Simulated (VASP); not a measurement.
# TiO2 (I4_1/amd) in VASP: a series of runs

TiO2 is run at these levels: PBE; tasks: single point.

Everything below comes from runs of VASP 6.6.1. Logs are shortened: lines on timing, memory, paths and dates and some standing lists are left out, and cuts for length are marked.

## Step 1: The cell of the first run

The structure is tetragonal, space group I4_1/amd (No. 141). The conventional cell has a = 3.785 Å, b = 3.785 Å, c = 9.419 Å, α = 90.00°, β = 90.00°, γ = 90.00°. Within 2.6 Å of Ti (site symmetry -4m2) lie 6 O at 1.94 to 1.95 Å. Within 2.6 Å of O (site symmetry 2mm) lie 3 Ti at 1.94 to 1.95 Å and 2 O at 2.44 Å.

## Step 2: Single point, PBE (zz strain of -1 %)

INCAR reads:

```
SYSTEM = TiO2
PREC = Accurate
ENCUT = 520
EDIFF = 1E-6
ISMEAR = -1
SIGMA = 0.08
LREAL = .FALSE.
LASPH = .TRUE.
NELM = 100
ALGO = Normal
ISIF = 2
LWAVE = .FALSE.
LCHARG = .FALSE.
GGA = PE
NBANDS = 33
```

KPOINTS reads:

```
Automatic mesh
0
G
  13 13 13
  0 0 0
```

POSCAR reads:

```
TiO2
1.0
   -1.8925000000      1.8925000000      4.7094300000
    1.8925000000     -1.8925000000      4.7094300000
    1.8925000000      1.8925000000     -4.7094300000
Ti O
2 4
Direct
    0.0000000000      0.0000000000      0.0000000000
    0.7500000000      0.2500000000      0.5000000000
    0.2066000000      0.2066000000      0.0000000000
    0.9566000000      0.4566000000      0.5000000000
    0.5434000000      0.0434000000      0.5000000000
    0.7934000000      0.7934000000      0.0000000000
```

Potentials or basis: VASP PAW PBE potentials, release 64 (Ti_sv, O).

Launch:

```sh
$ cat potpaw_PBE.64/Ti_sv/POTCAR potpaw_PBE.64/O/POTCAR > POTCAR
$ mpirun -np 1 vasp_std > vasp.out
```

OUTCAR:

```text
SYSTEM = TiO2
   PREC = Accurate
   ENCUT = 520
   EDIFF = 1E-6
   ISMEAR = -1
   LREAL = .FALSE.
   LASPH = .TRUE.
   NELM = 100
   ISIF = 2
   GGA = PE

 ion  position               nearest neighbor table
   1  0.000  0.000  0.000-   5 1.94   4 1.94   5 1.94   4 1.94   3 1.95   6 1.95
   2  0.750  0.250  0.500-   6 1.94   3 1.94   6 1.94   3 1.94   4 1.95   5 1.95
   3  0.207  0.207  0.000-   2 1.94   2 1.94   1 1.95
   4  0.957  0.457  0.500-   1 1.94   1 1.94   2 1.95
   5  0.543  0.043  0.500-   1 1.94   1 1.94   2 1.95
   6  0.793  0.793  0.000-   2 1.94   2 1.94   1 1.95

  LATTYP: Found a body centered tetragonal cell.
 ALAT       =     3.7850000000
 C/A-ratio  =     2.4884702774

  Lattice vectors:

 A1 = (  -1.8925000000,   1.8925000000,   4.7094300000)
 A2 = (   1.8925000000,  -1.8925000000,   4.7094300000)
 A3 = (   1.8925000000,   1.8925000000,  -4.7094300000)

Analysis of symmetry for initial positions (statically):
=====================================================================
 Subroutine PRICEL returns:
 Original cell was already a primitive cell.

 Routine SETGRP: Setting up the symmetry group for a
 body centered tetragonal supercell.

 Subroutine GETGRP returns: Found 16 space group operations
 (whereof  8 operations were pure point group operations)
 out of a pool of 16 trial point group operations.

The static configuration has the point symmetry D_2d.
 The point group associated with its full space group is D_4h.

Analysis of symmetry for dynamics (positions and initial velocities):
=====================================================================
 Subroutine PRICEL returns:
 Original cell was already a primitive cell.

 Routine SETGRP: Setting up the symmetry group for a
 body centered tetragonal supercell.

 Subroutine GETGRP returns: Found 16 space group operations
 (whereof  8 operations were pure point group operations)
 out of a pool of 16 trial point group operations.

The dynamic configuration has the point symmetry D_2d.
 The point group associated with its full space group is D_4h.

 Subroutine INISYM returns: Found 16 space group operations
 (whereof  8 operations are pure point group operations),
 and found     1 'primitive' translations

----------------------------------------------------------------------------------------

                                     Primitive cell
[... 94 lines left out ...]
   LNONCOLLINEAR =      F non collinear calculations
   LSORBIT =      F    spin-orbit coupling
   LASPH  =      T    aspherical Exc in radial PAW
   ENCUT  =  520.0 eV  38.22 Ry    6.18 a.u.  10.07 10.07 10.07*2*pi/ulx,y,z
   NELM   =    100;   NELMIN=  2; NELMDL= -5     # of ELM steps
   EDIFF  = 0.1E-05   stopping-criterion for ELM
   LREAL  =      F    real-space projection
   EDIFFG = 0.1E-04   stopping-criterion for IOM
   NSW    =      0    number of steps for IOM
   IBRION =     -1    ionic relax: 0-MD 1-quasi-New 2-CG
   NFREE  =      0    steps in history (QN), initial steepest desc. (CG)
   ISIF   =      2    stress and relaxation
   ISYM   =      2    0-nonsym 1-usesym 2-fastsym
   POTIM  = 0.5000    time-step for ionic-motion
   TEBEG  =    0.0;   TEEND  =   0.0 temperature during run
   PSTRESS=    0.0 pullay stress
   NELECT =      48.0000    total number of electrons
   NUPDOWN=      -1.0000    fix difference up-down
   EMIN   =  10.00;   EMAX   =-10.00  energy-range for DOS
   EFERMI =   0.00;   METHOD = LEGACY
   ISMEAR =    -1;   SIGMA  =   0.08  broadening in eV -4-tet -1-fermi 0-gaus
   EFERMI_NEDOS =   21; number of points for ismear=-14 and -15
   IALGO  =     38    algorithm
   IMIX   =      4    mixing-type and parameters
     AMIX     =   0.40;   BMIX     =  1.00
     AMIX_MAG =   1.60;   BMIX_MAG =  1.00
  volume/ion in A,a.u.               =      11.24        75.88
  Fermi-wavevector in a.u.,A,eV,Ry     =   1.461465  2.761769 29.060427  2.135881
  Thomas-Fermi vector in A             =   2.577794
   LORBIT       =      0    0 simple, 1 ext, 2 COOP (PROOUT), +10 PAW based schemes
   GGA     = PE    functional components
   LHFCALC =     F    Hartree Fock is set to
   AEXX    =    0.0000 exact exchange contribution
   IVDW    =     0    specifies the selected vdW correction
   LEPSILON=     F    determine dielectric tensor
   LRPA    =     F    only Hartree local field effects (RPA)
 non-spin polarized calculation
  energy-cutoff  :      520.00
  volume of cell :       67.47
 maximum number of plane-waves:      1830
   NGX = 21   NGY = 21   NGZ = 21

 number of electron      47.9999998 magnetization

 Free energy of the ion-electron system (eV)
  ---------------------------------------------------
  ext. energy  EPLUGINS =         0.00000000
  ---------------------------------------------------
  free energy    TOTEN  =       -53.76164577 eV

  energy without entropy =      -53.76164566  energy(sigma->0) =      -53.76164571

 E-fermi :   4.6218     XC(G=0): -10.7769

 val. band max:        3.4338818536   @ k =  -0.4615   0.4615   0.0000
 cond. band min:       5.6014455265   @ k =   0.0000   0.0000   0.0000
 fundamental gap:      2.1675636729
 Fermi energy:         4.6217508567

 k-point     1 :       0.0000    0.0000    0.0000
  band No.  band energies     occupation
      1     -52.8543      2.00000
      2     -52.7879      2.00000
      3     -29.3568      2.00000
      4     -29.0868      2.00000
      5     -29.0868      2.00000
      6     -29.0078      2.00000
[... 853 lines left out ...]
     32      10.1915      0.00000
     33      10.2940      0.00000

 [... further k-points ...]
[... 5 lines left out ...]
  --------------------------------------------------------------------------------------
  -------------------------------------------------------------------------------------
  Total        2.8663713      2.8663713      5.9974701      0.0000000      0.0000000      0.0000000
  in kB       68.0679894     68.0679894    142.4224863      0.0000000      0.0000000      0.0000000
  external PRESSURE =      92.8528217 kB  Pullay stress =       0.0000000 kB

 VOLUME and BASIS-vectors are now :
 -----------------------------------------------------------------------------
  energy-cutoff  :      520.00
  volume of cell :       67.47
      direct lattice vectors                 reciprocal lattice vectors
    -1.892500000  1.892500000  4.709430000     0.000000000  0.264200793  0.106169961
     1.892500000 -1.892500000  4.709430000     0.264200793  0.000000000  0.106169961
     1.892500000  1.892500000 -4.709430000     0.264200793  0.264200793  0.000000000

 POSITION                                       TOTAL-FORCE (eV/Angst)
 -----------------------------------------------------------------------------------
      0.00000      0.00000      0.00000         0.000000      0.000000      0.000000
      0.00000      1.89250      2.35472         0.000000      0.000000      0.000000
      0.00000      0.00000      1.94594        -0.000000      0.000000      0.585865
      0.00000      1.89250      4.30065         0.000000     -0.000000      0.585865
      0.00000      1.89250      0.40878         0.000000     -0.000000     -0.585865
      0.00000      0.00000      7.47292        -0.000000      0.000000     -0.585865
 -----------------------------------------------------------------------------------
    total drift:                                0.000000      0.000000     -0.000000

  FREE ENERGIE OF THE ION-ELECTRON SYSTEM (eV)
  ---------------------------------------------------
  free  energy   TOTEN  =       -53.7616457689 eV

  energy  without entropy=      -53.7616456572  energy(sigma->0) =      -53.76164571
```

Run time: 14 min. Hardware: 1 thread of Oxide Virtual Turin-like, shared host; peak memory 0.44 GiB.

Results:

```
Free energy            : -53.7616 eV
Pressure               : 9.3 GPa
Largest force          : 0.586 eV/Å
Band gap on the k mesh : 2.17 eV, indirect (least direct gap 2.46 eV)
```

Forces on the atoms (eV/Å):
```
Ti   0.000  0.000  0.000
Ti   0.000  0.000  0.000
O    0.000  0.000  0.586
O    0.000  0.000  0.586
O    0.000  0.000 -0.586
O    0.000  0.000 -0.586
```

Levels at points of the mesh, in eV from the valence-band top:
| k point | band 20 | band 21 | band 22 | band 23 | band 24 | band 25 | band 26 | band 27 | band 28 | band 29 |
| --- | --- | --- | --- | --- | --- | --- | --- | --- | --- | --- |
| (0.00, 0.00, 0.00) | -0.70 | -0.65 | -0.65 | -0.44 | -0.44 | 2.17 | 2.95 | 4.16 | 4.16 | 4.16 |

Caveat: the cell differs from its parent crystal (zz strain of -1 %). A k mesh can miss the band edges.

## Step 3: Single point, PBE (volume scaled by 0.96)

INCAR reads:

```
PREC = Accurate
ENCUT = 520
EDIFF = 1E-6
ISMEAR = -1
SIGMA = 0.08
LREAL = False
LASPH = True
NELM = 60
ALGO = Normal
ISIF = 2
LWAVE = False
LCHARG = False
GGA = PE
NBANDS = 33
```

KPOINTS reads:

```
Automatic mesh
0
Gamma
  13 13 13
```

Changes to POSCAR since step 2:

```diff
@@ -2,5 +2,5 @@
 1.0
-   -1.8925000000      1.8925000000      4.7094300000
-    1.8925000000     -1.8925000000      4.7094300000
-    1.8925000000      1.8925000000     -4.7094300000
+   -1.8669225403      1.8669225403      4.6927083350
+    1.8669225403     -1.8669225403      4.6927083350
+    1.8669225403      1.8669225403     -4.6927083350
 Ti O
```

Potentials or basis: VASP PAW PBE potentials, release 64 (Ti_sv, O).

Launch:

```sh
$ cat potpaw_PBE.64/Ti_sv/POTCAR potpaw_PBE.64/O/POTCAR > POTCAR
$ mpirun -np 1 vasp_std > vasp.out
```

OUTCAR:

```text
PREC = Accurate
   ENCUT = 520
   EDIFF = 1E-6
   ISMEAR = -1
   LREAL = False
   LASPH = True
   NELM = 60
   ISIF = 2
   GGA = PE

 ion  position               nearest neighbor table
   1  0.000  0.000  0.000-   5 1.91   4 1.91   5 1.91   4 1.91   3 1.94   6 1.94
   2  0.750  0.250  0.500-   6 1.91   3 1.91   6 1.91   3 1.91   4 1.94   5 1.94
   3  0.207  0.207  0.000-   2 1.91   2 1.91   1 1.94
   4  0.957  0.457  0.500-   1 1.91   1 1.91   2 1.94
   5  0.543  0.043  0.500-   1 1.91   1 1.91   2 1.94
   6  0.793  0.793  0.000-   2 1.91   2 1.91   1 1.94

  LATTYP: Found a body centered tetragonal cell.
 ALAT       =     3.7338450806
 C/A-ratio  =     2.5136063408

  Lattice vectors:

 A1 = (  -1.8669225403,   1.8669225403,   4.6927083350)
 A2 = (   1.8669225403,  -1.8669225403,   4.6927083350)
 A3 = (   1.8669225403,   1.8669225403,  -4.6927083350)

Analysis of symmetry for initial positions (statically):
=====================================================================
 Subroutine PRICEL returns:
 Original cell was already a primitive cell.

 Routine SETGRP: Setting up the symmetry group for a
[... 173 lines left out ...]
  free energy    TOTEN  =       -53.61079156 eV

  energy without entropy =      -53.61079149  energy(sigma->0) =      -53.61079153

 E-fermi :   4.9618     XC(G=0): -10.9368

 val. band max:        3.7335967332   @ k =  -0.4615   0.4615   0.0000
 cond. band min:       5.9780374645   @ k =   0.0000   0.0000   0.0000
 fundamental gap:      2.2444407313
 Fermi energy:         4.9618186580

 k-point     1 :       0.0000    0.0000    0.0000
  band No.  band energies     occupation
      1     -52.4387      2.00000
      2     -52.3645      2.00000
      3     -28.9862      2.00000
      4     -28.6903      2.00000
      5     -28.6903      2.00000
      6     -28.6051      2.00000
[... 853 lines left out ...]
     32      10.7611      0.00000
     33      10.8752      0.00000

 [... further k-points ...]
[... 5 lines left out ...]
  --------------------------------------------------------------------------------------
  -------------------------------------------------------------------------------------
  Total        6.1880509      6.1880509      8.4593999      0.0000000     -0.0000000      0.0000000
  in kB      151.5403566    151.5403566    207.1638559      0.0000000     -0.0000000      0.0000000
  external PRESSURE =     170.0815231 kB  Pullay stress =       0.0000000 kB

 VOLUME and BASIS-vectors are now :
 -----------------------------------------------------------------------------
  energy-cutoff  :      520.00
  volume of cell :       65.42
      direct lattice vectors                 reciprocal lattice vectors
    -1.866922540  1.866922540  4.692708335     0.000000000  0.267820431  0.106548280
     1.866922540 -1.866922540  4.692708335     0.267820431  0.000000000  0.106548280
     1.866922540  1.866922540 -4.692708335     0.267820431  0.267820431  0.000000000

 POSITION                                       TOTAL-FORCE (eV/Angst)
 -----------------------------------------------------------------------------------
      0.00000      0.00000      0.00000         0.000000      0.000000      0.000000
      0.00000      1.86692      2.34635         0.000000      0.000000      0.000000
      0.00000      0.00000      1.93903        -0.000000     -0.000000      0.654004
      0.00000      1.86692      4.28538         0.000000      0.000000      0.654004
      0.00000      1.86692      0.40733        -0.000000     -0.000000     -0.654004
      0.00000      0.00000      7.44639        -0.000000     -0.000000     -0.654004
 -----------------------------------------------------------------------------------
    total drift:                                0.000000      0.000000     -0.000000

  FREE ENERGIE OF THE ION-ELECTRON SYSTEM (eV)
  ---------------------------------------------------
  free  energy   TOTEN  =       -53.6107915610 eV

  energy  without entropy=      -53.6107914937  energy(sigma->0) =      -53.61079153
```

OSZICAR:

```text
N       E                     dE             d eps       ncg     rms          rms(c)
DAV:   1     0.666727285877E+03    0.66673E+03   -0.24215E+04 12936   0.171E+03
DAV:   2     0.295249569905E+02   -0.63720E+03   -0.59066E+03 14154   0.511E+02
DAV:   3    -0.652214521902E+02   -0.94746E+02   -0.93059E+02 17458   0.191E+02
DAV:   4    -0.702611982488E+02   -0.50397E+01   -0.50293E+01 19282   0.422E+01
DAV:   5    -0.704387584581E+02   -0.17756E+00   -0.17754E+00 16448   0.640E+00    0.341E+01
DAV:   6    -0.534806301470E+02    0.16958E+02   -0.74872E+01 18006   0.907E+01    0.104E+01
DAV:   7    -0.537357845667E+02   -0.25515E+00   -0.13785E+01 16772   0.309E+01    0.102E+01
DAV:   8    -0.536085516898E+02    0.12723E+00   -0.55560E-01 17353   0.687E+00    0.636E+00
DAV:   9    -0.536375431934E+02   -0.28992E-01   -0.54287E-01 18125   0.786E+00    0.180E+00
DAV:  10    -0.536167908308E+02    0.20752E-01   -0.16841E-01 18022   0.456E+00    0.792E-01
DAV:  11    -0.536109449393E+02    0.58459E-02   -0.25892E-02 17900   0.104E+00    0.240E-01
DAV:  12    -0.536109190492E+02    0.25890E-04   -0.15075E-03 15911   0.467E-01    0.112E-01
DAV:  13    -0.536108225415E+02    0.96508E-04   -0.67828E-04 17850   0.346E-01    0.443E-02
DAV:  14    -0.536107909524E+02    0.31589E-04   -0.10172E-04 17481   0.815E-02    0.666E-03
DAV:  15    -0.536107915610E+02   -0.60857E-06   -0.80102E-06 15334   0.210E-02
   1 F= -.53610792E+02 E0= -.53610792E+02  d E =-.672937E-07
```

stdout:

```text
POSCAR found type information on POSCAR TiO
 POSCAR found :  2 types and       6 ions
 scaLAPACK will be used
 LDA part: xc-table for (Slater+PW92), standard interpolation
 POSCAR, INCAR and KPOINTS ok, starting setup
 FFT: planning ... GRIDC
 FFT: planning ... GRID_SOFT
 FFT: planning ... GRID
 WAVECAR not read
 entering main loop
```

Run time: 18 min. Hardware: 1 thread of Oxide Virtual Turin-like, shared host; peak memory 0.44 GiB.

What came out:

| Item | Value |
| --- | --- |
| Free energy | -53.6108 eV |
| Pressure | 17.0 GPa |
| Largest force | 0.654 eV/Å |
| Band gap on the k mesh | 2.24 eV, indirect (least direct gap 2.54 eV) |

Forces in eV/Å, atoms in the order of the input:
```
Ti   0.000  0.000  0.000
Ti   0.000  0.000  0.000
O    0.000  0.000  0.654
O    0.000  0.000  0.654
O    0.000  0.000 -0.654
O    0.000  0.000 -0.654
```

Levels at points of the mesh, in eV from the valence-band top:
| k point | band 21 | band 22 | band 23 | band 24 | band 25 | band 26 | band 27 | band 28 |
| --- | --- | --- | --- | --- | --- | --- | --- | --- |
| (0.00, 0.00, 0.00) | -0.66 | -0.66 | -0.47 | -0.47 | 2.24 | 3.05 | 4.33 | 4.33 |

(Part 1 of 2 ends here.)
